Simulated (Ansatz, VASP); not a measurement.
## Os: VASP beside Ansatz

File POSCAR:

```
Os
1.0
    2.7393806551      0.0000000000      0.0000000000
   -1.3696903275      2.3723732379      0.0000000000
    0.0000000000      0.0000000000      4.3138178725
Os
2
Direct
    0.3333333333      0.6666666667      0.2500000000
    0.6666666667      0.3333333333      0.7500000000
```

INCAR.step1

```
SYSTEM = Os
  PREC = Accurate
  ENCUT = 520
  ISMEAR = -1
  SIGMA = 0.1
  LREAL = .False.
  LASPH = .True.
  NELM = 80
  NBANDS = 15
  GGA = PE
  ALGO = Normal
  EDIFF = 1E-4
  LWAVE = .True.
  LCHARG = .False.
```

File INCAR.step2:

```
SYSTEM = Os
  PREC = Accurate
  ENCUT = 520
  EDIFF = 1E-6
  ISMEAR = -1
  SIGMA = 0.1
  LREAL = .False.
  LASPH = .True.
  NELM = 80
  ALGO = Normal
  ISIF = 2
  LWAVE = .False.
  LCHARG = .False.
  METAGGA = R2SCAN
  LMIXTAU = .True.
  NBANDS = 15
  ISTART = 1
```

KPOINTS

```
regular mesh
0
Gamma
  13 13 7
  0 0 0
```

Input for Ansatz:

```yaml
crystal:
  lattice:
    - [2.7393806551, 0.0, 0.0]
    - [-1.3696903275, 2.3723732379, 0.0]
    - [0.0, 0.0, 4.3138178725]
  atoms:
    - { symbol: Os, position: [0.3333333333, 0.6666666667, 0.25] }
    - { symbol: Os, position: [0.6666666667, 0.3333333333, 0.75] }
hamiltonian:
  xc: r2scan
  pseudopotentials:
    kind: paw
    azcp:
      Os: "pseudopotentials/Os.paw.azcp"
basis:
  ecutwfc: 800
  fft_grid_basis: typed
kpoints:
  mp_grid: { grid: [13, 13, 7], shift: [0, 0, 0] }
magnetization:
  spin_polarized: false
scf:
  occupations: { method: fermi_dirac, width: 0.1 }
  lower_state_search: "off"
output:
  stress: true
  write_density: true
  write_potential: true
  elf: true
  volumetric_format: npy
```

Alike in both runs: task single point; functional r2SCAN; k mesh 13 × 13 × 7; occupations fermi-dirac, width 0.1 eV; no spin polarisation.

```csv
,VASP,Ansatz
version,VASP 6.6.1,Ansatz 0.2.0
potentials or method,"VASP PAW PBE potentials, release 64 (Os), cutoff 520 eV","plane waves (800 eV) with PAW, scalar-relativistic"
valence electrons in the cell,16,32
```

```tsv
	VASP	Ansatz	Ansatz less VASP
pressure (GPa)	1.0	0.0	-1.00
```

VASP's potentials were made for PBE, not for r2SCAN. The functional is the same, so the differences come from potentials, cutoffs and numerics. VASP's potentials hold 16 valence electrons a cell and Ansatz's 32, so a difference there can come from the potentials and not from the codes.

Neither program's run includes spin-orbit coupling.
